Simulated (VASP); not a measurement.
A run of VASP 6.6.1 is set up as follows.

INCAR

```
SYSTEM = NbH2
PREC = Accurate
ENCUT = 520
EDIFF = 1E-6
ISMEAR = 0
SIGMA = 0.15
LREAL = .False.
LASPH = .True.
NELM = 100
ALGO = Normal
ISIF = 2
LWAVE = .False.
LCHARG = .False.
GGA = PS
NBANDS = 14
```

Contents of KPOINTS:

```
Automatic mesh
0
Gamma
  16 16 16
  0 0 0
```

Contents of POSCAR:

```
NbH2
1.0
   -0.0905062246      2.2144061158      2.2144061158
    2.2144061158     -0.0905062246      2.2144061158
    2.2144061158      2.2144061158     -0.0905062246
Nb H
1 2
Direct
    0.0000000000      0.0000000000      0.0000000000
    0.2500000000      0.2500000000      0.2500000000
    0.7500000000      0.7500000000      0.7500000000
```

Potentials or basis: VASP PAW PBE potentials, release 64 (Nb_sv, H).

Launch:

```sh
$ cat potpaw_PBE.64/Nb_sv/POTCAR potpaw_PBE.64/H/POTCAR > POTCAR
$ mpirun -np 1 vasp_std > vasp.out
```

(1) Estimate the band gap on the k mesh.

(2) What does it give for the largest force?

Answers

(1) zero (an odd number of electrons rules out a gap without spin polarisation).

(2) 0.425 eV/Å.

Caveat: the PAW data sets were made with another functional, which shifts forces and pressure a little; an odd number of electrons without spin polarisation forces a metal; a magnetic or distorted state may lie lower.
